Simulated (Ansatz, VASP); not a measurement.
**One calculation of Ru, two programs**

```
CELL_PARAMETERS angstrom
2.70580 0.02706 0.02706
-1.32947 2.32976 0.00990
0.04282 0.04282 4.28190
ATOMIC_POSITIONS crystal
Ru 0.33333 0.66667 0.25000
Ru 0.66667 0.33333 0.75000
```

Change from the starting cell: equal xy, yz and zx shear strains of +2 %.

Alike in both runs: task single point; functional PBEsol; k mesh 14 × 14 × 8; occupations fermi-dirac, width 0.03 eV; no spin polarisation.

|  | VASP | Ansatz |
| --- | --- | --- |
| version | VASP 6.6.1 | Ansatz 0.2.0 |
| potentials or method | VASP PAW PBE potentials, release 64 (Ru_pv), cutoff 520 eV | all-electron LAPW, scalar-relativistic |

```csv
,VASP,Ansatz,Ansatz less VASP
pressure (GPa),-6.0,-5.9,+0.08
"traceless stress, the component that is largest in VASP (GPa)",-3.84,-3.84,+0.002
rms of the force components (eV/Å),0.038,0.037,-0.0002
```

VASP's potentials were made for PBE, not for PBEsol. Atom by atom the forces differ by 0.000 eV/Å (rms over components). Ansatz ran all-electron here, and VASP with PAW potentials.
